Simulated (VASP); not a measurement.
ZrPdSe4:

```xyz
6
Lattice="5.3434 0.0000 0.0000 -2.6717 4.6275 0.0000 0.0000 0.0000 5.1831" Properties=species:S:1:pos:R:3 pbc="T T T"
Zr    0.0000    3.0850    0.0000
Pd    0.0000    0.0000    0.0000
Se    2.6717    1.5425    0.0000
Se    0.0000    4.5923    2.5915
Se   -1.3054    2.3313    2.5915
Se    1.3054    2.3313    2.5915
```

The cell was generated, and may not be a known phase.

| Quantity | Value |
| --- | --- |
| Program | VASP 6.6.1 |
| Task | relaxation of cell and atoms |
| Functional | PBE |
| Potentials or basis | VASP PAW PBE potentials, release 64 (Zr_sv, Pd, Se) |
| Cutoff | 600 eV |
| k mesh | 12 × 12 × 8 |
| Occupations | gaussian, width 0.1 eV |
| Spin | no spin polarisation |

At the start: pressure 0.0 GPa; volume 21.36 Å³/atom.

Q: How do energy, volume and symmetry change on relaxing?

A: Over 6 steps the energy falls by 6.7 meV/atom and the volume is 21.44 Å³/atom (+0.4 %); space group P-6m2 (No. 187, to 0.1 Å) before and after.

Step by step:
| step | energy change (eV) | largest force (eV/Å) | pressure (GPa) | volume (Å³) |
| --- | --- | --- | --- | --- |
| 1 | 0.0000 | 0.1228 | 0.02 | 128.16 |
| 2 | -0.0281 | 0.0794 | 0.06 | 128.19 |
| 3 | -0.0400 | 0.0071 | 0.26 | 128.19 |
| 4 | -0.0400 | 0.0040 | 0.27 | 128.19 |
| 5 | -0.0401 | 0.0161 | -0.23 | 129.03 |
| 6 | -0.0404 | 0.0068 | 0.00 | 128.63 |

Final structure:
```
Zr Pd Se
1.0
     5.26941    0.00000    0.00000
    -2.63470    4.56344    0.00000
     0.00000    0.00000    5.34929
Zr Pd Se
1 1 4
Cartesian
  0.0000 3.0423 0.0000
  5.2694 0.0000 0.0000
  2.6347 1.5211 0.0000
  0.0000 4.5421 2.6746
  -1.2989 2.2924 2.6746
  1.2989 2.2924 2.6746
```
